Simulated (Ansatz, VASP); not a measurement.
One calculation of Si, two programs

Contents of INCAR:

```
ALGO = Normal
EDIFF = 1E-7
ENCUT = 520
GGA = PS
ISIF = 2
ISMEAR = 0
LASPH = True
LCHARG = False
LREAL = False
LWAVE = False
NBANDS = 16
NELM = 80
PREC = Accurate
SIGMA = 0.02
```

The input KPOINTS:

```
k-points
0
Gamma
  10 10 8
```

File POSCAR:

```
Si
1.0
    2.7169170815      2.7169170815      0.0000000000
   -2.7169170815      2.7169170815      0.0000000000
    0.0000000000      0.0000000000      5.4338341630
Si
4
Direct
    0.0000000000      0.5000000000      0.2500000000
    0.0000000000      0.0000000000      0.5000000000
    0.5000000000      0.0000000000      0.7500000000
    0.5000000000      0.5000000000      0.0000000000
```

Input for Ansatz:

```yaml
crystal:
  lattice:
    - [2.7169170808, 2.7169170808, 0.0]
    - [-2.7169170808, 2.7169170808, 0.0]
    - [0.0, 0.0, 5.4338341616]
  atoms:
    - { symbol: Si, position: [0.0, 0.5, 0.25] }
    - { symbol: Si, position: [0.0, 0.0, 0.5] }
    - { symbol: Si, position: [0.5, 0.0, 0.75] }
    - { symbol: Si, position: [0.5, 0.5, 0.0] }
basis:
  ecutwfc: 420
kpoints:
  mp_grid: { grid: [10, 10, 8] }
hamiltonian:
  xc: pbesol
scf:
  occupations: { method: gaussian, width: 0.02 }
output:
  forces: true
  stress: true
  eigenvalues: true
```

Alike in both runs: task single point; functional PBEsol; k mesh 10 × 10 × 8; occupations gaussian, width 0.02 eV; no spin polarisation.

|  | VASP | Ansatz |
| --- | --- | --- |
| version | VASP 6.6.1 | Ansatz 0.2.0 |
| potentials or method | VASP PAW PBE potentials, release 64 (Si), cutoff 520 eV | scalar-relativistic, plane waves, PAW |
| valence electrons in the cell | 16 | 16 |

VASP gave:

```
gap on the k mesh at the Fermi level (eV) : 0.46
least direct gap on the mesh (eV)         : 0.59
pressure (GPa)                            : 0.1
```

Q: Estimate Ansatz's values.

A: gap on the k mesh at the Fermi level (eV): 0.47; least direct gap on the mesh (eV): 0.60; pressure (GPa): 0.0.

VASP's potentials were made for PBE, not for PBEsol. With one functional, cell and mesh, what is left measures potentials, basis and numerics.
